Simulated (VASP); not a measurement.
# SrO (Fm-3m) in VASP: a series of runs

Runs on SrO. Level: PBEsol. Tasks: relaxation of cell and atoms.

All numbers are computed with VASP 6.6.1; they aren't measurements. Logs are shortened: lines on timing, memory, paths and dates and some standing lists are left out, and cuts for length are marked.

## Step 1: The cell of the first run

It takes space group Fm-3m (No. 225, cubic). Conventional cell: a = 5.133 Å, b = 5.133 Å, c = 5.133 Å, α = 90.00°, β = 90.00°, γ = 90.00°. Within 3.4 Å of Sr (site symmetry m-3m) lie 6 O at 2.57 Å. O (site symmetry m-3m) has 6 Sr at 2.57 Å within 3.4 Å.

## Step 2: Relaxation of cell and atoms, PBEsol

INCAR reads:

```
PREC     = Accurate       # precision mode
ENCUT    = 600            # plane-wave cutoff, eV
EDIFF    = 1E-6           # SCF threshold, eV
ISMEAR   = -1             # smearing method
SIGMA    = 0.05           # smearing width, eV
LREAL    = F              # projectors in reciprocal space
LASPH    = T              # aspherical terms in the spheres
NELM     = 60             # most SCF steps
ALGO     = Normal         # electronic algorithm
ISIF     = 3              # what is computed and relaxed
LWAVE    = F              # write WAVECAR
LCHARG   = F              # write CHGCAR
GGA      = PS             # functional
IBRION   = 2              # ionic algorithm
NSW      = 60             # ionic steps
EDIFFG   = -0.01          # ionic threshold
```

KPOINTS reads:

```
Automatic mesh
0
Gamma
  9 9 9
```

POSCAR reads:

```
SrO
1.0
    0.0000000000      2.5663000000      2.5663000000
    2.5663000000      0.0000000000      2.5663000000
    2.5663000000      2.5663000000      0.0000000000
Sr O
1 1
Direct
    0.5000000000      0.5000000000      0.5000000000
    0.0000000000      0.0000000000      0.0000000000
```

Potentials or basis: VASP PAW PBE potentials, release 64 (Sr_sv, O).

Command:

```sh
$ cat potpaw_PBE.64/Sr_sv/POTCAR potpaw_PBE.64/O/POTCAR > POTCAR
$ mpirun -np 1 vasp_std > vasp.out
```

OUTCAR:

```text
PREC = Accurate
   ENCUT = 600
   EDIFF = 1E-6
   ISMEAR = -1
   LREAL = F
   LASPH = T
   NELM = 60
   ISIF = 3
   GGA = PS
   IBRION = 2
   NSW = 60
   EDIFFG = -0.01

 ion  position               nearest neighbor table
   1  0.500  0.500  0.500-   2 2.57   2 2.57   2 2.57   2 2.57   2 2.57   2 2.57
   2  0.000  0.000  0.000-   1 2.57   1 2.57   1 2.57   1 2.57   1 2.57   1 2.57

  LATTYP: Found a face centered cubic cell.
 ALAT       =     5.1326000000

  Lattice vectors:

 A1 = (   0.0000000000,   2.5663000000,   2.5663000000)
 A2 = (   2.5663000000,   0.0000000000,   2.5663000000)
 A3 = (   2.5663000000,   2.5663000000,   0.0000000000)

Analysis of symmetry for initial positions (statically):
=====================================================================
 Subroutine PRICEL returns:
 Original cell was already a primitive cell.

 Routine SETGRP: Setting up the symmetry group for a
 face centered cubic supercell.

 Subroutine GETGRP returns: Found 48 space group operations
[... 9 lines left out ...]

 Routine SETGRP: Setting up the symmetry group for a
 face centered cubic supercell.

 Subroutine GETGRP returns: Found 48 space group operations
[... 11 lines left out ...]
                                     Primitive cell

  volume of cell :      33.8028

  direct lattice vectors                    reciprocal lattice vectors
     0.000000000  2.566300000  2.566300000    -0.194833028  0.194833028  0.194833028
     2.566300000  0.000000000  2.566300000     0.194833028 -0.194833028  0.194833028
     2.566300000  2.566300000  0.000000000     0.194833028  0.194833028 -0.194833028

  length of vectors
     3.629296265  3.629296265  3.629296265     0.337460704  0.337460704  0.337460704

  position of ions in fractional coordinates (direct lattice)
     0.500000000  0.500000000  0.500000000
     0.000000000  0.000000000  0.000000000

  ion indices of the primitive-cell ions
   primitive index   ion index
                 1           1
                 2           2

----------------------------------------------------------------------------------------

 KPOINTS: Automatic mesh

Automatic generation of k-mesh.
 Grid dimensions read from file:
 generate k-points for:    9    9    9

 Generating k-lattice:

  Cartesian coordinates                     Fractional coordinates (reciprocal lattice)
    -0.021648114  0.021648114  0.021648114     0.111111111  0.000000000  0.000000000
     0.021648114 -0.021648114  0.021648114     0.000000000  0.111111111  0.000000000
     0.021648114  0.021648114 -0.021648114     0.000000000  0.000000000  0.111111111

  Length of vectors
     0.037495634  0.037495634  0.037495634

[... 58 lines left out ...]
   NFREE  =      1    steps in history (QN), initial steepest desc. (CG)
   ISIF   =      3    stress and relaxation
   ISYM   =      2    0-nonsym 1-usesym 2-fastsym
   POTIM  = 0.5000    time-step for ionic-motion
   TEBEG  =    0.0;   TEEND  =   0.0 temperature during run
   PSTRESS=    0.0 pullay stress
   NELECT =      16.0000    total number of electrons
   NUPDOWN=      -1.0000    fix difference up-down
   EMIN   =  10.00;   EMAX   =-10.00  energy-range for DOS
   EFERMI =   0.00;   METHOD = LEGACY
   ISMEAR =    -1;   SIGMA  =   0.05  broadening in eV -4-tet -1-fermi 0-gaus
   EFERMI_NEDOS =   21; number of points for ismear=-14 and -15
   IALGO  =     38    algorithm
   IMIX   =      4    mixing-type and parameters
     AMIX     =   0.40;   BMIX     =  1.00
     AMIX_MAG =   1.60;   BMIX_MAG =  1.00
  volume/ion in A,a.u.               =      16.90       114.06
  Fermi-wavevector in a.u.,A,eV,Ry     =   1.275843  2.410995 22.147245  1.627777
  Thomas-Fermi vector in A             =   2.408533
   LORBIT       =      0    0 simple, 1 ext, 2 COOP (PROOUT), +10 PAW based schemes
   GGA     = PS    functional components
   LHFCALC =     F    Hartree Fock is set to
   AEXX    =    0.0000 exact exchange contribution
   IVDW    =     0    specifies the selected vdW correction
   LEPSILON=     F    determine dielectric tensor
   LRPA    =     F    only Hartree local field effects (RPA)
 conjugate gradient relaxation of ions
 non-spin polarized calculation
  energy-cutoff  :      600.00
  volume of cell :       33.80
 maximum number of plane-waves:      1147
 NGX is ok and might be reduce to    30
   NGX = 15   NGY = 15   NGZ = 15

 number of electron      15.9999997 magnetization

 Free energy of the ion-electron system (eV)
  ---------------------------------------------------
  ext. energy  EPLUGINS =         0.00000000
  ---------------------------------------------------
  free energy    TOTEN  =       -12.64112532 eV

  energy without entropy =      -12.64112532  energy(sigma->0) =      -12.64112532

 E-fermi :   2.5813     XC(G=0): -10.3034

 val. band max:        1.5133088212   @ k =   0.0000   0.0000   0.0000
 cond. band min:       4.7247689558   @ k =   0.4444   0.4444   0.0000
 fundamental gap:      3.2114601347
 Fermi energy:         2.5812937220

 k-point     1 :       0.0000    0.0000    0.0000
  band No.  band energies     occupation
      1     -30.7039      2.00000
      2     -13.4914      2.00000
      3     -12.3508      2.00000
      4     -12.3508      2.00000
      5     -12.3508      2.00000
      6       1.5133      2.00000
      7       1.5133      2.00000
      8       1.5133      2.00000
      9       5.3754      0.00000
     10       7.6879      0.00000
     11       7.6879      0.00000
     12       7.6879      0.00000
[... 331 lines left out ...]
 k-point    24 :       0.4444    0.4444    0.0000
  band No.  band energies     occupation
      1     -30.5218      2.00000
      2     -13.7638      2.00000
      3     -13.0030      2.00000
      4     -12.7232      2.00000
      5     -12.7232      2.00000
      6       0.9741      2.00000
      7       1.4220      2.00000
      8       1.4220      2.00000
      9       4.7248      0.00000
     10       9.1859      0.00000
     11      11.6718      0.00000
     12      11.7961      0.00000

 [... further k-points ...]
[... 5 lines left out ...]
  --------------------------------------------------------------------------------------
  -------------------------------------------------------------------------------------
  Total       -0.0012144     -0.0012144     -0.0012144      0.0000000      0.0000000      0.0000000
  in kB       -0.0575592     -0.0575592     -0.0575592      0.0000000      0.0000000      0.0000000
  external PRESSURE =      -0.0575592 kB  Pullay stress =       0.0000000 kB

 VOLUME and BASIS-vectors are now :
 -----------------------------------------------------------------------------
  energy-cutoff  :      600.00
  volume of cell :       33.80
      direct lattice vectors                 reciprocal lattice vectors
     0.000000000  2.566300000  2.566300000    -0.194833028  0.194833028  0.194833028
     2.566300000  0.000000000  2.566300000     0.194833028 -0.194833028  0.194833028
     2.566300000  2.566300000  0.000000000     0.194833028  0.194833028 -0.194833028

 POSITION                                       TOTAL-FORCE (eV/Angst)
 -----------------------------------------------------------------------------------
      2.56630      2.56630      2.56630        -0.000000     -0.000000     -0.000000
      0.00000      0.00000      0.00000         0.000000      0.000000      0.000000
 -----------------------------------------------------------------------------------
    total drift:                               -0.000000      0.000000      0.000000

  FREE ENERGIE OF THE ION-ELECTRON SYSTEM (eV)
  ---------------------------------------------------
  free  energy   TOTEN  =       -12.6411253193 eV

  energy  without entropy=      -12.6411253193  energy(sigma->0) =      -12.64112532

 reached required accuracy - stopping structural energy minimisation
```

CONTCAR:

```text
SrO
   1.00000000000000
     0.0000000000000000    2.5663000000000000    2.5663000000000000
     2.5663000000000000    0.0000000000000000    2.5663000000000000
     2.5663000000000000    2.5663000000000000    0.0000000000000000
  Sr              O
     1     1
Direct
     0.5000000000000000    0.5000000000000000    0.5000000000000000
     0.0000000000000000    0.0000000000000000    0.0000000000000000

  0.00000000E+00  0.00000000E+00  0.00000000E+00
  0.00000000E+00  0.00000000E+00  0.00000000E+00
```

It took 14 s on 1 thread of Intel Xeon Platinum 8559C (Emerald Rapids), shared host; peak memory 0.18 GiB.

Results:

| Property | Result |
| --- | --- |
| Free energy | -12.6411 eV |
| Pressure after relaxing | 0.0 GPa |
| Band gap on the k mesh | 3.21 eV, indirect (least direct gap 3.30 eV) |

Final structure:
```
Sr O
1.0
     0.00000    2.56630    2.56630
     2.56630    0.00000    2.56630
     2.56630    2.56630    0.00000
Sr O
1 1
Direct
  0.50000 0.50000 0.50000
  0.00000 0.00000 0.00000
```

Levels at points of the mesh, in eV from the valence-band top:
```csv
k point,band 4,band 5,band 6,band 7,band 8,band 9,band 10,band 11,band 12
"(0.00, 0.00, 0.00)",-13.86,-13.86,0.00,0.00,0.00,3.86,6.17,6.17,6.17
```

Caveat: the relaxation stopped at its first step, so nothing moved; the PAW data sets were made with another functional, which shifts forces and pressure a little.

## Step 3: Relaxation of cell and atoms, PBEsol, target pressure 2 GPa, at which the enthalpy is minimised

INCAR reads:

```
  PREC = Accurate
  ENCUT = 600
  EDIFF = 1E-6
  ISMEAR = -1
  SIGMA = 0.05
  LREAL = F
  LASPH = T
  NELM = 60
  ALGO = Normal
  ISIF = 3
  LWAVE = F
  LCHARG = F
  GGA = PS
  IBRION = 2
  NSW = 60
  EDIFFG = -0.01
  PSTRESS = 20.0
```

KPOINTS is that of step 2.

POSCAR is that of step 2.

Potentials or basis: VASP PAW PBE potentials, release 64 (Sr_sv, O).

Command:

```sh
$ cat potpaw_PBE.64/Sr_sv/POTCAR potpaw_PBE.64/O/POTCAR > POTCAR
$ mpirun -np 1 vasp_std > vasp.out
```

Run time: 33 s. Hardware: 1 thread of Intel Xeon Platinum 8559C (Emerald Rapids), shared host; peak memory 0.18 GiB.

The run converged. Its results:

```
Free energy                                            : -12.6369 eV
Relaxed volume                                         : 16.56 Å³/atom
Relaxed cell                                           : a = 3.605 Å, b = 3.605 Å, c = 3.605 Å, α = 60.00°, β = 60.00°, γ = 60.00°
Space group after relaxing (to 0.05 Å)                 : Fm-3m (No. 225)
Energy change on relaxing (the enthalpy is what falls) : +2.1 meV/atom
Ionic steps                                            : 3
Pressure after relaxing                                : 2.0 GPa
Band gap on the k mesh                                 : 3.20 eV, indirect (least direct gap 3.27 eV)
```

The path:
| step | energy change (eV) | largest force (eV/Å) | pressure (GPa) | volume (Å³) |
| --- | --- | --- | --- | --- |
| 1 | 0.0000 | 0.0000 | -0.01 | 33.80 |
| 2 | 0.0095 | 0.0000 | 3.09 | 32.78 |
| 3 | 0.0042 | 0.0000 | 2.00 | 33.12 |

Final structure:
```
CELL_PARAMETERS angstrom
0.00000 2.54882 2.54882
2.54882 0.00000 2.54882
2.54882 2.54882 0.00000
ATOMIC_POSITIONS crystal
Sr 0.50000 0.50000 0.50000
O 0.00000 0.00000 0.00000
```

Levels at points of the mesh, in eV from the valence-band top:
| k point | band 5 | band 6 | band 7 | band 8 | band 9 | band 10 | band 11 | band 12 |
| --- | --- | --- | --- | --- | --- | --- | --- | --- |
| (0.00, 0.00, 0.00) | -13.77 | 0.00 | 0.00 | 0.00 | 4.01 | 6.22 | 6.22 | 6.22 |

Caveat: the cell is relaxed towards a set pressure, so the enthalpy falls and the energy may rise; the PAW data sets were made with another functional, which shifts forces and pressure a little. A k mesh can miss the band edges.

## Step 4: Relaxation of cell and atoms, PBEsol, target pressure 5 GPa, at which the enthalpy is minimised

INCAR reads:

```
SYSTEM = SrO
  PREC = Accurate
  ENCUT = 600
  EDIFF = 1E-6
  ISMEAR = -1
  SIGMA = 0.05
  LREAL = .False.
  LASPH = .True.
  NELM = 100
  ALGO = Normal
  ISIF = 3
  LWAVE = .False.
  LCHARG = .False.
  GGA = PS
  IBRION = 2
  NSW = 60
  EDIFFG = -0.01
  PSTRESS = 50.0
```

KPOINTS reads:

```
regular mesh
0
Gamma
  9 9 9
  0 0 0
```

POSCAR is that of step 3.

Command:

```sh
$ cat potpaw_PBE.64/Sr_sv/POTCAR potpaw_PBE.64/O/POTCAR > POTCAR
$ mpirun -np 1 vasp_std > vasp.out
```

Run time: 29 s. Hardware: 1 thread of Intel Xeon Platinum 8559C (Emerald Rapids), shared host; peak memory 0.19 GiB.

It converged, with:

- Free energy: -12.6176 eV
- Relaxed volume: 16.11 Å³/atom
- Relaxed cell: a = 3.572 Å, b = 3.572 Å, c = 3.572 Å, α = 60.00°, β = 60.00°, γ = 60.00°
- Space group after relaxing (to 0.05 Å): Fm-3m (No. 225)
- Energy change on relaxing (the enthalpy is what falls): +11.8 meV/atom
- Ionic steps: 3
- Pressure after relaxing: 5.0 GPa
- Band gap on the k mesh: 3.17 eV, indirect (least direct gap 3.23 eV)

Step by step:
```csv
step,energy change (eV),largest force (eV/Å),pressure (GPa),volume (Å³)
1,0.0000,0.0000,-0.01,33.80
2,0.0631,0.0000,8.64,31.28
3,0.0235,0.0000,4.99,32.22
```

Final structure:
```xyz
2
Lattice="0.0000 2.5256 2.5256 2.5256 0.0000 2.5256 2.5256 2.5256 0.0000" Properties=species:S:1:pos:R:3 pbc="T T T"
Sr    2.5256    2.5256    2.5256
O     0.0000    0.0000    0.0000
```

Levels at points of the mesh, in eV from the valence-band top:
```
           k point  band 4  band 5  band 6  band 7  band 8  band 9  band 10  band 11  band 12
(0.00, 0.00, 0.00)  -13.65  -13.65    0.00    0.00    0.00    4.21     6.27     6.27     6.27
```

Caveat: the cell is relaxed towards a set pressure, so the enthalpy falls and the energy may rise; the PAW data sets were made with another functional, which shifts forces and pressure a little.

## Step 5: Relaxation of cell and atoms, PBEsol, target pressure 10 GPa, at which the enthalpy is minimised

INCAR reads:

```
SYSTEM = SrO
PREC = Accurate
ENCUT = 600
EDIFF = 1E-6
ISMEAR = -1
SIGMA = 0.05
LREAL = .False.
LASPH = .True.
NELM = 100
ALGO = Normal
ISIF = 3
LWAVE = .False.
LCHARG = .False.
GGA = PS
IBRION = 2
NSW = 60
EDIFFG = -0.01
PSTRESS = 100.0
```

KPOINTS is that of step 4.

POSCAR is that of step 4.

Command:

```sh
$ cat potpaw_PBE.64/Sr_sv/POTCAR potpaw_PBE.64/O/POTCAR > POTCAR
$ mpirun -np 1 vasp_std > vasp.out
```

It took 35 s on 1 thread of Intel Xeon Platinum 8559C (Emerald Rapids), shared host; peak memory 0.19 GiB.

The run converged. Its results:

| Item | Value |
| --- | --- |
| Free energy | -12.5611 eV |
| Relaxed volume | 15.50 Å³/atom |
| Relaxed cell | a = 3.526 Å, b = 3.526 Å, c = 3.526 Å, α = 60.00°, β = 60.00°, γ = 60.00° |
| Space group after relaxing (to 0.05 Å) | Fm-3m (No. 225) |
| Energy change on relaxing (the enthalpy is what falls) | +40.0 meV/atom |
| Ionic steps | 3 |
| Pressure after relaxing | 9.9 GPa |
| Band gap on the k mesh | 3.13 eV, indirect (least direct gap 3.15 eV) |

Step by step:
```
step  energy change (eV)  largest force (eV/Å)  pressure (GPa)  volume (Å³)
   1              0.0000                0.0000           -0.01        33.80
   2              0.2779                0.0000           21.11        28.90
   3              0.0800                0.0000            9.91        30.99
```

Final structure:
```
Sr O
1.0
     0.00000    2.49308    2.49308
     2.49308    0.00000    2.49308
     2.49308    2.49308    0.00000
Sr O
1 1
Direct
  0.50000 0.50000 0.50000
  0.00000 0.00000 0.00000
```

Levels at points of the mesh, in eV from the valence-band top:
| k point | band 4 | band 5 | band 6 | band 7 | band 8 | band 9 | band 10 | band 11 | band 12 |
| --- | --- | --- | --- | --- | --- | --- | --- | --- | --- |
| (0.00, 0.00, 0.00) | -13.48 | -13.48 | 0.00 | 0.00 | 0.00 | 4.51 | 6.34 | 6.34 | 6.34 |

Caveat: the cell is relaxed towards a set pressure, so the enthalpy falls and the energy may rise; the PAW data sets were made with another functional, which shifts forces and pressure a little. Expect the measured gap to be larger: semilocal functionals such as PBEsol lack the derivative discontinuity.

## Step 6: Summary

```csv
cell,gap on the mesh (eV),pressure (GPa)
relaxed,3.21,0.0
relaxed to 2 GPa,3.20,2.0
relaxed to 5 GPa,3.17,5.0
relaxed to 10 GPa,3.13,9.9
```

Alike in all rows: task relaxation of cell and atoms; level PBEsol; potentials or basis VASP PAW PBE potentials, release 64 (Sr_sv, O); no spin polarisation; k mesh 9 × 9 × 9; cutoff (eV) 600; smearing fermi-dirac 0.05 eV.

Caveats: the PAW data sets were made with another functional, which shifts forces and pressure a little; the cell is relaxed towards a set pressure, so the enthalpy falls and the energy may rise (some runs); the relaxation stopped at its first step, so nothing moved (some runs).

Total energies depend on the potentials used, so only differences within one code and one set of settings carry meaning.
